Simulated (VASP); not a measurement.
# Cr (I4_1/amd) in VASP: notebook, part 2 of 2

VASP 6.6.1. Earlier steps stand in the parts before.

### Step 3. Single point, r2SCAN

This run uses another cell than the first one, of 12.08 Å³/atom.

POSCAR

```
Cr
1.0
   -2.2206300905      2.2206300905      1.2244959588
    2.2206300905     -2.2206300905      1.2244959588
    2.2206300905      2.2206300905     -1.2244959588
Cr
2
Direct
    0.0000000000      0.0000000000      0.0000000000
    0.7500000000      0.2500000000      0.5000000000
```

INCAR.step1

```
PREC     = Accurate       # precision mode
ENCUT    = 770            # plane-wave cutoff, eV
ISMEAR   = 0              # smearing method
SIGMA    = 0.1            # smearing width, eV
LREAL    = F              # projectors in reciprocal space
LASPH    = T              # aspherical terms in the spheres
NELM     = 120            # most SCF steps
NBANDS   = 21             # bands
GGA      = PE             # functional
ALGO     = Normal         # electronic algorithm
EDIFF    = 1E-5           # SCF threshold, eV
LWAVE    = T              # write WAVECAR
LCHARG   = F              # write CHGCAR
GGA_COMPAT= F
```

INCAR.step2

```
PREC     = Accurate       # precision mode
ENCUT    = 770            # plane-wave cutoff, eV
EDIFF    = 1E-6           # SCF threshold, eV
ISMEAR   = 0              # smearing method
SIGMA    = 0.1            # smearing width, eV
LREAL    = F              # projectors in reciprocal space
LASPH    = T              # aspherical terms in the spheres
NELM     = 120            # most SCF steps
ALGO     = Normal         # electronic algorithm
ISIF     = 2              # what is computed and relaxed
LWAVE    = F              # write WAVECAR
LCHARG   = F              # write CHGCAR
METAGGA  = R2SCAN         # meta-GGA
LMIXTAU  = T            
NBANDS   = 21             # bands
ISTART   = 1            
GGA_COMPAT= F
```

KPOINTS

```
regular mesh
0
Gamma
  8 8 8
```

Potentials or basis: VASP PAW PBE potentials, release 64 (Cr_sv).

On the command line:

```sh
cat potpaw_PBE.64/Cr_sv/POTCAR > POTCAR
cp INCAR.step1 INCAR
mpirun -np 1 vasp_std > vasp.out
cp INCAR.step2 INCAR
mpirun -np 1 vasp_std > vasp.out
```

OUTCAR:

```text
PREC = Accurate
   ENCUT = 770
   EDIFF = 1E-6
   ISMEAR = 0
   LREAL = F
   LASPH = T
   NELM = 120
   ISIF = 2
   METAGGA = R2SCAN
   ISTART = 1

 ion  position               nearest neighbor table
   1  0.000  0.000  0.000-   2 2.30   2 2.30   2 2.30   2 2.30
   2  0.750  0.250  0.500-   1 2.30   1 2.30   1 2.30   1 2.30

  LATTYP: Found a body centered tetragonal cell.
 ALAT       =     4.4412601810
 C/A-ratio  =     0.5514182502

  Lattice vectors:

 A1 = (  -2.2206300905,   2.2206300905,   1.2244959588)
 A2 = (   2.2206300905,  -2.2206300905,   1.2244959588)
 A3 = (   2.2206300905,   2.2206300905,  -1.2244959588)

Analysis of symmetry for initial positions (statically):
=====================================================================
 Subroutine PRICEL returns:
 Original cell was already a primitive cell.

 Routine SETGRP: Setting up the symmetry group for a
 body centered tetragonal supercell.

 Subroutine GETGRP returns: Found 16 space group operations
 (whereof  8 operations were pure point group operations)
 out of a pool of 16 trial point group operations.

The static configuration has the point symmetry D_2d.
 The point group associated with its full space group is D_4h.

Analysis of symmetry for dynamics (positions and initial velocities):
=====================================================================
 Subroutine PRICEL returns:
 Original cell was already a primitive cell.

 Routine SETGRP: Setting up the symmetry group for a
 body centered tetragonal supercell.

 Subroutine GETGRP returns: Found 16 space group operations
 (whereof  8 operations were pure point group operations)
 out of a pool of 16 trial point group operations.

The dynamic configuration has the point symmetry D_2d.
 The point group associated with its full space group is D_4h.

 Subroutine INISYM returns: Found 16 space group operations
 (whereof  8 operations are pure point group operations),
 and found     1 'primitive' translations

----------------------------------------------------------------------------------------

                                     Primitive cell

  volume of cell :      24.1529

  direct lattice vectors                    reciprocal lattice vectors
    -2.220630090  2.220630090  1.224495959     0.000000000  0.225161319  0.408331278
     2.220630090 -2.220630090  1.224495959     0.225161319  0.000000000  0.408331278
     2.220630090  2.220630090 -1.224495959     0.225161319  0.225161319  0.000000000

  length of vectors
     3.370724900  3.370724900  3.370724900     0.466296099  0.466296099  0.318426191

  position of ions in fractional coordinates (direct lattice)
     0.000000000  0.000000000  0.000000000
     0.750000000  0.250000000  0.500000000

  ion indices of the primitive-cell ions
   primitive index   ion index
                 1           1
                 2           2

----------------------------------------------------------------------------------------

 KPOINTS: regular mesh

Automatic generation of k-mesh.
 Grid dimensions read from file:
 generate k-points for:    8    8    8

 Generating k-lattice:

  Cartesian coordinates                     Fractional coordinates (reciprocal lattice)
     0.000000000  0.028145165  0.051041410     0.125000000  0.000000000 -0.000000000
     0.028145165  0.000000000  0.051041410     0.000000000  0.125000000 -0.000000000
     0.028145165  0.028145165  0.000000000     0.000000000  0.000000000  0.125000000

  Length of vectors
     0.058287012  0.058287012  0.039803274

  Shift w.r.t. Gamma in fractional coordinates (k-lattice)
     0.000000000  0.000000000  0.000000000

 Subroutine IBZKPT returns following result:
 ===========================================

 Found     59 irreducible k-points:

 Following reciprocal coordinates:
            Coordinates               Weight
  0.000000  0.000000  0.000000      1.000000
  0.125000  0.000000 -0.000000      8.000000
  0.250000  0.000000 -0.000000      8.000000
  0.375000 -0.000000  0.000000      8.000000
  0.500000  0.000000 -0.000000      4.000000
  0.125000  0.125000 -0.000000      8.000000
[... 16 lines left out ...]
  0.250000  0.125000  0.125000     16.000000
  0.375000  0.125000  0.125000      8.000000
 [... further k-points ...]
   k-points           NKPTS =     59   k-points in BZ     NKDIM =     59   number of bands    NBANDS=     21
   number of dos      NEDOS =    301   number of ions     NIONS =      2
   total plane-waves  NPLWV =  32768
   dimension x,y,z NGX =    32 NGY =   32 NGZ =   32
   dimension x,y,z NGXF=    64 NGYF=   64 NGZF=   64
   ions per type =               2
   NGX,Y,Z   is equivalent  to a cutoff of  15.78, 15.78, 15.78 a.u.
   NGXF,Y,Z  is equivalent  to a cutoff of  31.57, 31.57, 31.57 a.u.
 SYSTEM =  unknown system
   PREC   = accura    normal or accurate (medium, high low for compatibility)
   ISTART =      1    job   : 0-new  1-cont  2-samecut
   ICHARG =      0    charge: 1-file 2-atom 10-const
   ISPIN  =      1    spin polarized calculation?
   LNONCOLLINEAR =      F non collinear calculations
   LSORBIT =      F    spin-orbit coupling
   LASPH  =      T    aspherical Exc in radial PAW
   ENCUT  =  770.0 eV  56.59 Ry    7.52 a.u.   7.63  7.63  7.63*2*pi/ulx,y,z
   NELM   =    120;   NELMIN=  2; NELMDL=  0     # of ELM steps
   EDIFF  = 0.1E-05   stopping-criterion for ELM
   LREAL  =      F    real-space projection
   EDIFFG = 0.1E-04   stopping-criterion for IOM
   NSW    =      0    number of steps for IOM
   IBRION =     -1    ionic relax: 0-MD 1-quasi-New 2-CG
   NFREE  =      0    steps in history (QN), initial steepest desc. (CG)
   ISIF   =      2    stress and relaxation
   ISYM   =      2    0-nonsym 1-usesym 2-fastsym
   POTIM  = 0.5000    time-step for ionic-motion
   TEBEG  =    0.0;   TEEND  =   0.0 temperature during run
   PSTRESS=    0.0 pullay stress
   NELECT =      28.0000    total number of electrons
   NUPDOWN=      -1.0000    fix difference up-down
   EMIN   =  10.00;   EMAX   =-10.00  energy-range for DOS
   EFERMI =   0.00;   METHOD = LEGACY
   ISMEAR =     0;   SIGMA  =   0.10  broadening in eV -4-tet -1-fermi 0-gaus
   EFERMI_NEDOS =   21; number of points for ismear=-14 and -15
   IALGO  =     38    algorithm
   IMIX   =      4    mixing-type and parameters
     AMIX     =   0.40;   BMIX     =  1.00
     AMIX_MAG =   1.60;   BMIX_MAG =  1.00
  volume/ion in A,a.u.               =      12.08        81.50
  Fermi-wavevector in a.u.,A,eV,Ry     =   1.719772  3.249898 40.240812  2.957616
  Thomas-Fermi vector in A             =   2.796336
   LORBIT       =      0    0 simple, 1 ext, 2 COOP (PROOUT), +10 PAW based schemes
   METAGGA = R2SCAN    functional components
   LHFCALC =     F    Hartree Fock is set to
   AEXX    =    0.0000 exact exchange contribution
   IVDW    =     0    specifies the selected vdW correction
   LEPSILON=     F    determine dielectric tensor
   LRPA    =     F    only Hartree local field effects (RPA)
 non-spin polarized calculation
 Gauss-broadening in eV      SIGMA  =   0.10
  energy-cutoff  :      770.00
  volume of cell :       24.15
 maximum number of plane-waves:      1198
   NGX = 15   NGY = 15   NGZ = 15

 number of electron      27.9999990 magnetization

 Free energy of the ion-electron system (eV)
  ---------------------------------------------------
  ext. energy  EPLUGINS =         0.00000000
  ---------------------------------------------------
  free energy    TOTEN  =       -28.17351548 eV

  energy without entropy =      -28.16568290  energy(sigma->0) =      -28.16959919

 E-fermi :  13.3446     XC(G=0): -14.5269

 val. band max:       13.3406752839   @ k =   0.2500   0.1250  -0.0000
 cond. band min:      13.3638359581   @ k =  -0.3750  -0.3750   0.3750
 fundamental gap:      0.0231606742
 Fermi energy:        13.3446465181

 k-point     1 :       0.0000    0.0000    0.0000
  band No.  band energies     occupation
      1     -61.3770      2.00000
      2     -60.9647      2.00000
      3     -31.8137      2.00000
      4     -31.8137      2.00000
      5     -30.9574      2.00000
      6     -30.9431      2.00000
[... 13 lines left out ...]
     20      20.9782      0.00000
     21      20.9782      0.00000
[... 529 lines left out ...]
 k-point    24 :       0.3750    0.1250    0.1250
  band No.  band energies     occupation
      1     -61.1316      2.00000
      2     -61.0064      2.00000
      3     -31.8532      2.00000
      4     -31.7146      2.00000
      5     -31.5433      2.00000
      6     -31.2000      2.00000
[... 13 lines left out ...]
     20      20.5449      0.00000
     21      22.3084      0.00000

 [... further k-points ...]

------------------------ aborting loop because EDIFF is reached ----------------------------------------

  FORCE on cell =-STRESS in cart. coord.  units (eV):
  Direction    XX          YY          ZZ          XY          YZ          ZX
  --------------------------------------------------------------------------------------
  -------------------------------------------------------------------------------------
  Total       -0.0787880     -0.0787880     -0.0902881      0.0000000      0.0000000      0.0000000
  in kB       -5.2263776     -5.2263776     -5.9892315      0.0000000      0.0000000      0.0000000
  external PRESSURE =      -5.4806622 kB  Pullay stress =       0.0000000 kB

 VOLUME and BASIS-vectors are now :
 -----------------------------------------------------------------------------
  energy-cutoff  :      770.00
  volume of cell :       24.15
      direct lattice vectors                 reciprocal lattice vectors
    -2.220630090  2.220630090  1.224495959     0.000000000  0.225161319  0.408331278
     2.220630090 -2.220630090  1.224495959     0.225161319  0.000000000  0.408331278
     2.220630090  2.220630090 -1.224495959     0.225161319  0.225161319  0.000000000

 POSITION                                       TOTAL-FORCE (eV/Angst)
 -----------------------------------------------------------------------------------
      0.00000      0.00000      0.00000         0.000000     -0.000000      0.000000
      0.00000      2.22063      0.61225        -0.000000      0.000000     -0.000000
 -----------------------------------------------------------------------------------
    total drift:                                0.000000     -0.000000      0.000000

  FREE ENERGIE OF THE ION-ELECTRON SYSTEM (eV)
  ---------------------------------------------------
  free  energy   TOTEN  =       -28.1735154830 eV

  energy  without entropy=      -28.1656829024  energy(sigma->0) =      -28.16959919
```

Run time: 4.3 min. Hardware: 1 thread of Intel Xeon Platinum 8259CL at 2.50GHz (Skylake/Cascade Lake), shared host; peak memory 0.21 GiB.

What came out:

```
Free energy            : -28.1735 eV
Pressure               : -0.5 GPa
Band gap on the k mesh : zero (bands 14 and 15 overlap by 1.58 eV)
```

Stress tensor (GPa, compression positive):
```
-0.52  0.00  0.00
 0.00 -0.52  0.00
 0.00  0.00 -0.60
```

Levels at points of the mesh, in eV from the Fermi level:
| k point | band 10 | band 11 | band 12 | band 13 | band 14 | band 15 | band 16 | band 17 | band 18 | band 19 |
| --- | --- | --- | --- | --- | --- | --- | --- | --- | --- | --- |
| (0.00, 0.00, 0.00) | -4.79 | -3.19 | -2.58 | -1.92 | 1.12 | 1.12 | 1.17 | 1.17 | 2.87 | 3.39 |
| (0.50, 0.00, 0.00) | -4.01 | -2.76 | -2.16 | -0.25 | -0.18 | -0.10 | 1.40 | 2.10 | 2.13 | 3.86 |
| (0.50, 0.50, 0.00) | -4.79 | -2.47 | -2.47 | -1.34 | -1.34 | 0.81 | 0.81 | 1.88 | 1.88 | 2.21 |
| (0.50, 0.50, 0.50) | -3.92 | -1.95 | -1.95 | -0.63 | -0.63 | 0.80 | 0.80 | 1.42 | 1.42 | 1.49 |

Caveat: the k points lie up to 0.37 Å⁻¹ apart, too coarse for converged energies and pressures of a metal; the PAW data sets were made with another functional, which shifts forces and pressure a little; the run has no spin polarisation, though such a crystal can be magnetic. Spin polarisation is off, so any magnetic state and its effect on volume and gap are missing.

The gap in the log of VASP goes by the Fermi energy; the results here count the filled bands.